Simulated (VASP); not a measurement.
A run of VASP 6.6.1 is set up as follows.

The input POSCAR:

```
Be
1.0
    2.1702009891      0.0000000000      0.0000000000
    0.0000000000      2.1702009891      0.0000000000
    0.0000000000      0.0000000000      2.1702009891
Be
1
Direct
    0.0000000000      0.0000000000      0.0000000000
```

Contents of INCAR.step1:

```
PREC = Accurate
ENCUT = 520
ISMEAR = 0
SIGMA = 0.1
LREAL = False
LASPH = True
NELM = 100
NBANDS = 7
GGA = PE
ALGO = Normal
EDIFF = 1E-4
LWAVE = True
LCHARG = False
```

File INCAR.step2:

```
PREC = Accurate
ENCUT = 520
EDIFF = 1E-6
ISMEAR = 0
SIGMA = 0.1
LREAL = False
LASPH = True
NELM = 100
ALGO = Normal
ISIF = 2
LWAVE = False
LCHARG = False
METAGGA = R2SCAN
LMIXTAU = True
NBANDS = 7
ISTART = 1
```

The input KPOINTS:

```
regular mesh
0
Gamma
  20 20 20
```

Potentials or basis: VASP PAW PBE potentials, release 64 (Be).

Run with:

```console
$ cat potpaw_PBE.64/Be/POTCAR > POTCAR
$ cp INCAR.step1 INCAR
$ mpirun -np 1 vasp_std > vasp.out
$ cp INCAR.step2 INCAR
$ mpirun -np 1 vasp_std > vasp.out
```

Q: Predict the pressure.

A: 0.0 GPa.

Q: Estimate the band gap on the k mesh.

A: Zero (band 1 reaches 10.92 eV, above the bottom of band 2 at 2.95 eV).

Caveat: the PAW data sets were made with another functional, which shifts forces and pressure a little.
